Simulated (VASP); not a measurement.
A run of VASP 6.6.1 is set up as follows.

File POSCAR:

```
WC
1.0
    0.0000000000      2.1378669000      2.1378669000
    2.1378669000      0.0000000000      2.1378669000
    2.1378669000      2.1378669000      0.0000000000
W C
1 1
Direct
    0.0000000000      0.0000000000      0.0000000000
    0.5000000000      0.5000000000      0.5000000000
```

The input INCAR.step1:

```
PREC = Accurate
ENCUT = 520
ISMEAR = 0
SIGMA = 0.15
LREAL = False
LASPH = True
NELM = 80
NBANDS = 16
GGA = PE
ALGO = Normal
EDIFF = 1E-4
LWAVE = True
LCHARG = False
```

Contents of INCAR.step2:

```
PREC = Accurate
ENCUT = 520
EDIFF = 1E-6
ISMEAR = 0
SIGMA = 0.15
LREAL = False
LASPH = True
NELM = 80
ALGO = Normal
ISIF = 2
LWAVE = False
LCHARG = False
METAGGA = R2SCAN
LMIXTAU = True
NBANDS = 16
ISTART = 1
```

The input KPOINTS:

```
Automatic mesh
0
Gamma
  18 18 18
```

Potentials or basis: VASP PAW PBE potentials, release 64 (W_sv, C).

Command:

```bash
$ cat potpaw_PBE.64/W_sv/POTCAR potpaw_PBE.64/C/POTCAR > POTCAR
$ cp INCAR.step1 INCAR
$ mpirun -np 1 vasp_std > vasp.out
$ cp INCAR.step2 INCAR
$ mpirun -np 1 vasp_std > vasp.out
```

Predict the band gap on the k mesh.

zero (band 9 reaches 14.86 eV, above the bottom of band 10 at 11.17 eV).

Estimate the pressure.

29.1 GPa.

Caveat: the cell differs from its parent crystal (strain -0.025 along x and y, -0.025 along z); the PAW data sets were made with another functional, which shifts forces and pressure a little; spin-orbit coupling is left out, which moves the levels of the heavy elements.
